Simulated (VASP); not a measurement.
# Pt (Fmmm) in VASP: further runs

Pt is run at these levels: r2SCAN; tasks: single point.

All numbers are computed with VASP 6.6.1; they aren't measurements. Logs are shortened: lines on timing, memory, paths and dates and some standing lists are left out, and cuts for length are marked.

### Step 1. The cell of the first run

It takes space group Fmmm (No. 69, orthorhombic). The conventional cell has a = 3.168 Å, b = 4.464 Å, c = 4.498 Å, α = 90.00°, β = 90.00°, γ = 90.00°. Within 3.6 Å of Pt (site symmetry mmm) lie 14 Pt at 2.74 to 3.17 Å.

This isn't the form of Pt at room conditions, which is fcc.

### Step 2. Single point, r2SCAN (strain +0.0075 x Voigt [0, 0, 0, 0, 0, 1])

Contents of POSCAR:

```
Pt
1.0
   -1.5782791750      1.5782791750      1.5842200000
    1.5782791750     -1.5782791750      1.5842200000
    1.5901608250      1.5901608250     -1.5842200000
Pt
1
Direct
    0.0000000000      0.0000000000      0.0000000000
```

Contents of INCAR.step1:

```
ALGO = Normal
EDIFF = 1E-4
ENCUT = 520
GGA = PE
ISMEAR = 0
LASPH = T
LCHARG = F
LREAL = F
LWAVE = T
NBANDS = 11
NELM = 80
PREC = Accurate
SIGMA = 0.15
```

Contents of INCAR.step2:

```
ALGO = Normal
EDIFF = 1E-6
ENCUT = 520
ISIF = 2
ISMEAR = 0
ISTART = 1
LASPH = T
LCHARG = T
LELF = T
LMIXTAU = T
LREAL = F
LVHAR = T
LWAVE = F
METAGGA = R2SCAN
NBANDS = 11
NELM = 80
PREC = Accurate
SIGMA = 0.15
```

Contents of KPOINTS:

```
k-points
0
Gamma
  22 22 22
```

Potentials or basis: VASP PAW PBE potentials, release 64 (Pt).

Run with:

```console
cat potpaw_PBE.64/Pt/POTCAR > POTCAR
cp INCAR.step1 INCAR
mpirun -np 1 vasp_std > vasp.out
cp INCAR.step2 INCAR
mpirun -np 1 vasp_std > vasp.out
```

OUTCAR:

```text
EDIFF = 1E-6
   ENCUT = 520
   ISIF = 2
   ISMEAR = 0
   ISTART = 1
   LASPH = T
   LREAL = F
   METAGGA = R2SCAN
   NELM = 80
   PREC = Accurate

 ion  position               nearest neighbor table
   1  0.000  0.000  0.000-

  LATTYP: Found a face centered orthorhombic cell.
 ALAT       =     3.1684400000
 B/A-ratio  =     1.4089102615
 C/A-ratio  =     1.4195168632

  Lattice vectors:

 A1 = (   3.1684400000,   0.0118816500,   0.0000000000)
 A2 = (   1.5901608250,   1.5901608250,   1.5842200000)
 A3 = (   1.5782791750,  -1.5782791750,   1.5842200000)

Analysis of symmetry for initial positions (statically):
=====================================================================
 Subroutine PRICEL returns:
 Original cell was already a primitive cell.

 Routine SETGRP: Setting up the symmetry group for a
 face centered orthorhombic supercell.

 Subroutine GETGRP returns: Found  8 space group operations
 (whereof  8 operations were pure point group operations)
 out of a pool of  8 trial point group operations.

The static configuration has the point symmetry D_2h.

Analysis of symmetry for dynamics (positions and initial velocities):
=====================================================================
 Subroutine PRICEL returns:
 Original cell was already a primitive cell.

 Routine SETGRP: Setting up the symmetry group for a
 face centered orthorhombic supercell.

 Subroutine GETGRP returns: Found  8 space group operations
 (whereof  8 operations were pure point group operations)
 out of a pool of  8 trial point group operations.

The dynamic configuration has the point symmetry D_2h.

 Subroutine INISYM returns: Found  8 space group operations
 (whereof  8 operations are pure point group operations),
 and found     1 'primitive' translations

----------------------------------------------------------------------------------------

                                     Primitive cell

  volume of cell :      15.9038

  direct lattice vectors                    reciprocal lattice vectors
    -1.578279175  1.578279175  1.584220000    -0.001183564  0.315617169  0.315612731
     1.578279175 -1.578279175  1.584220000     0.315617169 -0.001183564  0.315612731
     1.590160825  1.590160825 -1.584220000     0.314433605  0.314433605  0.000000000

  length of vectors
     2.737093955  2.737093955  2.750813681     0.446348512  0.446348512  0.444676268

  position of ions in fractional coordinates (direct lattice)
     0.000000000  0.000000000  0.000000000

  ion indices of the primitive-cell ions
   primitive index   ion index
                 1           1

----------------------------------------------------------------------------------------

 KPOINTS: k-points

Automatic generation of k-mesh.
 Grid dimensions read from file:
 generate k-points for:   22   22   22

 Generating k-lattice:

  Cartesian coordinates                     Fractional coordinates (reciprocal lattice)
    -0.000053798  0.014346235  0.014346033     0.045454545 -0.000000000  0.000000000
     0.014346235 -0.000053798  0.014346033    -0.000000000  0.045454545  0.000000000
     0.014292437  0.014292437  0.000000000     0.000000000  0.000000000  0.045454545

  Length of vectors
     0.020288569  0.020288569  0.020212558

  Shift w.r.t. Gamma in fractional coordinates (k-lattice)
     0.000000000  0.000000000  0.000000000

 Subroutine IBZKPT returns following result:
 ===========================================

 Found   1530 irreducible k-points:

 Following reciprocal coordinates:
            Coordinates               Weight
  0.000000  0.000000  0.000000      1.000000
  0.045455  0.000000 -0.000000      8.000000
  0.090909  0.000000 -0.000000      8.000000
  0.136364  0.000000 -0.000000      8.000000
  0.181818  0.000000  0.000000      8.000000
  0.227273  0.000000 -0.000000      8.000000
[... 16 lines left out ...]
  0.500000  0.045455 -0.000000      8.000000
 -0.454545  0.045455  0.000000      8.000000
 [... further k-points ...]
   k-points           NKPTS =   1530   k-points in BZ     NKDIM =   1530   number of bands    NBANDS=     11
   number of dos      NEDOS =    301   number of ions     NIONS =      1
   total plane-waves  NPLWV =   8000
   dimension x,y,z NGX =    20 NGY =   20 NGZ =   20
   dimension x,y,z NGXF=    40 NGYF=   40 NGZF=   40
   ions per type =               1
   NGX,Y,Z   is equivalent  to a cutoff of  12.15, 12.15, 12.09 a.u.
   NGXF,Y,Z  is equivalent  to a cutoff of  24.30, 24.30, 24.17 a.u.
 SYSTEM =  unknown system
   PREC   = accura    normal or accurate (medium, high low for compatibility)
   ISTART =      1    job   : 0-new  1-cont  2-samecut
   ICHARG =      0    charge: 1-file 2-atom 10-const
   ISPIN  =      1    spin polarized calculation?
   LNONCOLLINEAR =      F non collinear calculations
   LSORBIT =      F    spin-orbit coupling
   LASPH  =      T    aspherical Exc in radial PAW
   ENCUT  =  520.0 eV  38.22 Ry    6.18 a.u.   5.09  5.09  5.11*2*pi/ulx,y,z
   NELM   =     80;   NELMIN=  2; NELMDL=  0     # of ELM steps
   EDIFF  = 0.1E-05   stopping-criterion for ELM
   LREAL  =      F    real-space projection
   EDIFFG = 0.1E-04   stopping-criterion for IOM
   NSW    =      0    number of steps for IOM
   IBRION =     -1    ionic relax: 0-MD 1-quasi-New 2-CG
   NFREE  =      0    steps in history (QN), initial steepest desc. (CG)
   ISIF   =      2    stress and relaxation
   ISYM   =      2    0-nonsym 1-usesym 2-fastsym
   POTIM  = 0.5000    time-step for ionic-motion
   TEBEG  =    0.0;   TEEND  =   0.0 temperature during run
   PSTRESS=    0.0 pullay stress
   NELECT =      10.0000    total number of electrons
   NUPDOWN=      -1.0000    fix difference up-down
   EMIN   =  10.00;   EMAX   =-10.00  energy-range for DOS
   EFERMI =   0.00;   METHOD = LEGACY
   ISMEAR =     0;   SIGMA  =   0.15  broadening in eV -4-tet -1-fermi 0-gaus
   EFERMI_NEDOS =   21; number of points for ismear=-14 and -15
   IALGO  =     38    algorithm
   IMIX   =      4    mixing-type and parameters
     AMIX     =   0.40;   BMIX     =  1.00
     AMIX_MAG =   1.60;   BMIX_MAG =  1.00
  volume/ion in A,a.u.               =      15.90       107.32
  Fermi-wavevector in a.u.,A,eV,Ry     =   1.402517  2.650372 26.763383  1.967053
  Thomas-Fermi vector in A             =   2.525271
   LORBIT       =      0    0 simple, 1 ext, 2 COOP (PROOUT), +10 PAW based schemes
   METAGGA = R2SCAN    functional components
   LHFCALC =     F    Hartree Fock is set to
   AEXX    =    0.0000 exact exchange contribution
   IVDW    =     0    specifies the selected vdW correction
   LEPSILON=     F    determine dielectric tensor
   LRPA    =     F    only Hartree local field effects (RPA)
 non-spin polarized calculation
 Gauss-broadening in eV      SIGMA  =   0.15
  energy-cutoff  :      520.00
  volume of cell :       15.90
 maximum number of plane-waves:       442
   NGX = 11   NGY = 11   NGZ = 11

 number of electron      10.0000000 magnetization

 Free energy of the ion-electron system (eV)
  ---------------------------------------------------
  ext. energy  EPLUGINS =         0.00000000
  ---------------------------------------------------
  free energy    TOTEN  =       -51.40342119 eV

  energy without entropy =      -51.39084843  energy(sigma->0) =      -51.39713481

 E-fermi :   9.8267     XC(G=0): -14.2282

 val. band max:        9.8263812127   @ k =  -0.0455   0.3636   0.0455
 cond. band min:       9.8283442883   @ k =  -0.1818   0.3636   0.3182
 fundamental gap:      0.0019630756
 Fermi energy:         9.8267385219

 k-point     1 :       0.0000    0.0000    0.0000
  band No.  band energies     occupation
      1       0.1788      2.00000
      2       6.2167      2.00000
      3       6.2707      2.00000
      4       6.3263      2.00000
      5       8.7470      2.00000
      6       8.7479      2.00000
      7      27.8669      0.00000
      8      27.9359      0.00000
      9      28.0031      0.00000
     10      38.2574      0.00000
     11      38.2593      0.00000

 k-point     2 :       0.0455    0.0000   -0.0000
  band No.  band energies     occupation
      1       0.2663      2.00000
      2       6.2096      2.00000
      3       6.2808      2.00000
      4       6.3600      2.00000
      5       8.7031      2.00000
      6       8.7497      2.00000
      7      27.9459      0.00000
      8      27.9934      0.00000
      9      28.1018      0.00000
     10      36.5685      0.00000
     11      37.0347      0.00000

 k-point     3 :       0.0909    0.0000   -0.0000
  band No.  band energies     occupation
      1       0.5239      2.00000
      2       6.1308      2.00000
      3       6.2757      2.00000
      4       6.5521      2.00000
      5       8.5888      2.00000
      6       8.7565      2.00000
      7      28.0557      0.00000
      8      28.1261      0.00000
      9      28.4462      0.00000
     10      35.0861      0.00000
     11      35.4628      0.00000

 k-point     4 :       0.1364    0.0000   -0.0000
  band No.  band energies     occupation
      1       0.9358      2.00000
      2       5.9866      2.00000
      3       6.2632      2.00000
      4       6.8861      2.00000
      5       8.4514      2.00000
      6       8.7700      2.00000
      7      28.0570      0.00000
      8      28.0609      0.00000
      9      29.0400      0.00000
     10      34.0207      0.00000
     11      34.0280      0.00000
[... 239 lines left out ...]
 k-point    22 :       0.4545    0.0455   -0.0000
  band No.  band energies     occupation
      1       3.1969      2.00000
      2       4.8463      2.00000
      3       8.5464      2.00000
      4       8.8675      2.00000
      5       9.9623      0.20111
      6      11.3668      0.00000
      7      16.5279      0.00000
      8      23.9760      0.00000
      9      26.2345      0.00000
     10      35.0425      0.00000
     11      35.5929      0.00000

 k-point    23 :       0.5000    0.0455   -0.0000
  band No.  band energies     occupation
      1       3.1971      2.00000
      2       4.8461      2.00000
      3       8.5453      2.00000
      4       8.8672      2.00000
      5       9.9554      0.22529
      6      11.3817      0.00000
      7      16.5231      0.00000
      8      23.9761      0.00000
      9      26.2350      0.00000
     10      35.0354      0.00000
     11      35.5951      0.00000

 k-point    24 :      -0.4545    0.0455    0.0000
  band No.  band energies     occupation
      1       3.2142      2.00000
      2       4.8964      2.00000
      3       8.3716      2.00000
      4       8.8315      2.00000
      5       9.4837      1.99878
      6      10.9592      0.00000
      7      17.5757      0.00000
      8      24.1969      0.00000
      9      26.7018      0.00000
     10      34.9220      0.00000
     11      35.3949      0.00000

 [... further k-points ...]

------------------------ aborting loop because EDIFF is reached ----------------------------------------

  FORCE on cell =-STRESS in cart. coord.  units (eV):
  Direction    XX          YY          ZZ          XY          YZ          ZX
  --------------------------------------------------------------------------------------
  -------------------------------------------------------------------------------------
  Total       -0.5897026     -0.5897026     -0.5890288     -0.1062334      0.0000000      0.0000000
  in kB      -59.4077683    -59.4077683    -59.3398925    -10.7021536      0.0000000      0.0000000
  external PRESSURE =     -59.3851430 kB  Pullay stress =       0.0000000 kB

 VOLUME and BASIS-vectors are now :
 -----------------------------------------------------------------------------
  energy-cutoff  :      520.00
  volume of cell :       15.90
      direct lattice vectors                 reciprocal lattice vectors
    -1.578279175  1.578279175  1.584220000    -0.001183564  0.315617169  0.315612731
     1.578279175 -1.578279175  1.584220000     0.315617169 -0.001183564  0.315612731
     1.590160825  1.590160825 -1.584220000     0.314433605  0.314433605  0.000000000

 POSITION                                       TOTAL-FORCE (eV/Angst)
 -----------------------------------------------------------------------------------
      0.00000      0.00000      0.00000         0.000000      0.000000      0.000000
 -----------------------------------------------------------------------------------
    total drift:                                0.000000     -0.000000     -0.000000

  FREE ENERGIE OF THE ION-ELECTRON SYSTEM (eV)
  ---------------------------------------------------
  free  energy   TOTEN  =       -51.4034211885 eV

  energy  without entropy=      -51.3908484343  energy(sigma->0) =      -51.39713481
```

Run time: 7.2 min. Hardware: 1 thread of Oxide Virtual Turin-like, shared host; peak memory 0.33 GiB.

What came out:

| Property | Result |
| --- | --- |
| Free energy | -51.4034 eV |
| Pressure | -5.9 GPa |
| Band gap on the k mesh | zero (bands 5 and 6 overlap by 2.32 eV) |

Levels at points of the mesh, in eV from the Fermi level:
```csv
k point,band 2,band 3,band 4,band 5,band 6,band 7,band 8,band 9
"(0.00, 0.00, 0.00)",-3.61,-3.56,-3.50,-1.08,-1.08,18.04,18.11,18.18
"(0.50, 0.00, 0.00)",-5.01,-1.25,-0.77,0.49,1.10,6.57,14.08,16.58
"(0.50, 0.50, 0.00)",-4.98,-1.28,-0.81,0.55,1.13,6.67,14.04,16.52
"(0.00, 0.00, 0.50)",-5.03,-1.22,-0.74,0.44,1.07,6.48,14.13,16.63
"(0.50, 0.50, 0.50)",-6.22,0.52,0.57,0.62,8.11,8.11,8.11,13.36
```

Caveat: the cell differs from its parent crystal (strain +0.0075 x Voigt [0, 0, 0, 0, 0, 1]); the cell stands under tension; the PAW data sets were made with another functional, which shifts forces and pressure a little; spin-orbit coupling is left out, which moves the levels of the heavy elements.

### Step 3. Single point, r2SCAN (strain +0.0025 x Voigt [0, 0, 0, 0, 0, 1])

Contents of POSCAR:

```
Pt
1.0
   -1.5822397250      1.5822397250      1.5842200000
    1.5822397250     -1.5822397250      1.5842200000
    1.5862002750      1.5862002750     -1.5842200000
Pt
1
Direct
    0.0000000000      0.0000000000      0.0000000000
```

Contents of INCAR.step1:

```
PREC = Accurate
ENCUT = 520
ISMEAR = 0
SIGMA = 0.15
LREAL = False
LASPH = True
NELM = 100
NBANDS = 11
GGA = PE
ALGO = Normal
EDIFF = 1E-4
LWAVE = True
LCHARG = False
```

Contents of INCAR.step2:

```
PREC = Accurate
ENCUT = 520
EDIFF = 1E-7
ISMEAR = 0
SIGMA = 0.15
LREAL = False
LASPH = True
NELM = 100
ALGO = Normal
ISIF = 2
LWAVE = False
LCHARG = True
METAGGA = R2SCAN
LMIXTAU = True
LELF = True
LVHAR = True
NBANDS = 11
ISTART = 1
```

Contents of KPOINTS:

```
regular mesh
0
Gamma
  22 22 22
```

Potentials or basis: VASP PAW PBE potentials, release 64 (Pt).

Run with:

```console
cat potpaw_PBE.64/Pt/POTCAR > POTCAR
cp INCAR.step1 INCAR
mpirun -np 1 vasp_std > vasp.out
cp INCAR.step2 INCAR
mpirun -np 1 vasp_std > vasp.out
```

Run time: 13 min. Hardware: 1 thread of Oxide Virtual Turin-like, shared host; peak memory 0.33 GiB.

The run converged. Its results:

```
Free energy            : -51.4038 eV
Pressure               : -6.0 GPa
Band gap on the k mesh : zero (bands 5 and 6 overlap by 2.29 eV)
```

Stress tensor (GPa, compression positive):
```
-5.97 -0.36  0.00
-0.36 -5.97  0.00
 0.00  0.00 -5.97
```

Levels at points of the mesh, in eV from the Fermi level:
| k point | band 1 | band 2 | band 3 | band 4 | band 5 | band 6 | band 7 | band 8 | band 9 | band 10 |
| --- | --- | --- | --- | --- | --- | --- | --- | --- | --- | --- |
| (0.00, 0.00, 0.00) | -9.65 | -3.57 | -3.56 | -3.54 | -1.08 | -1.08 | 18.09 | 18.11 | 18.13 | 28.43 |
| (0.50, 0.00, 0.00) | -6.69 | -5.01 | -1.25 | -0.77 | 0.49 | 1.10 | 6.57 | 14.09 | 16.57 | 25.25 |
| (0.50, 0.50, 0.00) | -6.68 | -5.00 | -1.26 | -0.78 | 0.51 | 1.11 | 6.61 | 14.07 | 16.55 | 25.20 |
| (0.00, 0.00, 0.50) | -6.69 | -5.01 | -1.24 | -0.76 | 0.47 | 1.09 | 6.54 | 14.10 | 16.59 | 25.30 |
| (0.50, 0.50, 0.50) | -6.22 | -6.22 | 0.55 | 0.57 | 0.58 | 8.11 | 8.11 | 8.11 | 13.36 | 19.78 |

Caveat: the cell differs from its parent crystal (strain +0.0025 x Voigt [0, 0, 0, 0, 0, 1]); the cell stands under tension; the PAW data sets were made with another functional, which shifts forces and pressure a little; spin-orbit coupling is left out, which moves the levels of the heavy elements.
